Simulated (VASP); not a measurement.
The system is PtS2.

```
Pt S
1.0
     3.58373    0.00000    0.00000
    -1.79186    3.10360    0.00000
     0.00000    0.00000    4.65678
Pt S
1 2
Cartesian
  0.0000 0.0000 0.0000
  0.0000 2.0691 1.2060
  1.7919 1.0345 3.4508
```

```yaml
Program: VASP 6.6.1
Task: relaxation of cell and atoms
Functional: r2SCAN
Dispersion: rVV10
Potentials_or_basis: VASP PAW PBE potentials, release 64 (Pt, S)
Cutoff: 600 eV
k_mesh: 12 × 12 × 6
Occupations: fermi-dirac, width 0.02 eV
Spin: no spin polarisation
```

At the start: pressure 0.9 GPa; volume 17.26 Å³/atom.

Q: Where does the relaxation end?

A: Over 15 steps the energy falls by 13.2 meV/atom and the volume is 18.69 Å³/atom (+8.3 %); space group P-3m1 (No. 164, to 0.1 Å) before and after.

The path:
```tsv
step	energy change (eV)	largest force (eV/Å)	pressure (GPa)	volume (Å³)
1	0.0000	0.1441	0.91	51.79
2	-0.0074	0.2292	-0.42	52.53
3	-0.0104	0.3357	-1.99	53.47
4	-0.0127	0.3220	-1.91	53.56
5	-0.0191	0.2809	-1.62	53.81
6	-0.0292	0.1955	-1.01	54.29
7	-0.0385	0.0099	0.40	55.24
8	-0.0387	0.0228	0.65	55.40
9	-0.0394	0.0118	0.18	55.77
10	-0.0394	0.0304	-0.07	55.98
11	-0.0394	0.0292	-0.05	55.97
12	-0.0395	0.0207	-0.03	56.00
13	-0.0395	0.0113	-0.01	56.03
14	-0.0395	0.0074	0.03	56.11
15	-0.0395	0.0005	0.01	56.08
```

Final structure:
```
Pt S
1.0
     3.55502    0.00000    0.00000
    -1.77751    3.07874    0.00000
     0.00000    0.00000    5.12375
Pt S
1 2
Direct
  0.00000 0.00000 0.00000
  0.33333 0.66667 0.23918
  0.66667 0.33333 0.76082
```

Caveat: the PAW data sets were made with another functional, which shifts forces and pressure a little.
